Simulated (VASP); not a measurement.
## GeN2: single point with PBE+D3(BJ)

Sheet: GeN2, a sheet with vacuum.

```xyz
6
Lattice="2.9279 0.0000 0.0000 -1.4640 2.5356 0.0000 0.0000 0.0000 22.0000" Properties=species:S:1:pos:R:3 pbc="T T T"
Ge    1.4640    0.8452    8.5022
Ge    0.0000    0.0000   13.4978
N     0.0000    0.0000    9.6050
N     0.0000    1.6904    7.4742
N     1.4640    0.8452   12.3950
N     0.0000    1.6904   14.5258
```

```
Program                : VASP 6.6.1
Task                   : single point
Functional             : PBE
Dispersion             : D3(BJ)
Potentials or basis    : VASP PAW PBE potentials, release 64 (Ge_d, N)
Cutoff                 : 520 eV
k mesh                 : 6 × 6 × 1
Occupations            : gaussian, width 0.1 eV
Spin                   : no spin polarisation
Dipole correction      : yes
Further INCAR settings : ALGO = Normal; EDIFF = 1e-06; NBANDS = 33; NELMDL = -8
```

```yaml
Largest_force: 0.760 eV/Å
Band_gap_on_the_k_mesh: zero (band 24 reaches -2.44 eV, above the bottom of band 25 at -2.81 eV)
Dispersion_energy_per_atom: -0.157 eV
```

Forces in eV/Å, atoms in the order of the input:
```
Ge   0.000  0.000  0.279
Ge   0.000  0.000 -0.279
N    0.000  0.000 -0.685
N    0.000  0.000  0.760
N    0.000  0.000  0.685
N    0.000  0.000 -0.760
```

Levels at points of the mesh, in eV from the Fermi level:
| k point | band 22 | band 23 | band 24 | band 25 | band 26 | band 27 |
| --- | --- | --- | --- | --- | --- | --- |
| (0.00, 0.00, 0.00) | -0.14 | -0.14 | -0.09 | -0.09 | 0.04 | 4.78 |
| (0.50, 0.00, 0.00) | -1.47 | -0.36 | -0.03 | 0.03 | 0.05 | 4.70 |

It took 43 s on 1 thread of Intel(R) Xeon(R) Platinum 8559C (Emerald Rapids), with other jobs on the host, peak memory 0.28 GiB.

Caveat: the k points lie up to 0.41 Å⁻¹ apart.
